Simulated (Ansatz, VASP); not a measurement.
HfH in VASP and in Ansatz

```
Hf H
1.0
     2.90478    0.00000    0.00000
     0.00000    2.90478    0.00000
     0.00000    0.00000    2.90478
Hf H
1 1
Cartesian
  1.4524 1.4524 1.4524
  0.0000 0.0000 0.0000
```

Change from the starting cell: species swapped into the TiNi type (Pm-3m, No. 221).

Alike in both runs: functional PBE; k mesh 18 × 18 × 18; occupations gaussian, width 0.1 eV; no spin polarisation.

Ansatz relaxed the structure, and its values are those at the end. VASP's run is a single point on that final structure, the one shown.

|  | VASP | Ansatz |
| --- | --- | --- |
| version | VASP 6.6.1 | Ansatz 0.2.0 |
| potentials or method | VASP PAW PBE potentials, release 64 (Hf_pv, H), cutoff 520 eV | scalar-relativistic, plane waves, PAW |
| valence electrons in the cell | 11 | 27 |

Ansatz gave:

- gap on the k mesh at the Fermi level (eV): none
- pressure (GPa): 0.0

Problem. Which values does VASP return?

Solution. gap on the k mesh at the Fermi level (eV): none; pressure (GPa): -0.5.

A gap of «none» marks a metal or a gap that the smearing closes. VASP's potentials hold 11 valence electrons a cell and Ansatz's 27, so a difference there can come from the potentials and not from the codes.

Neither program's run includes spin-orbit coupling.
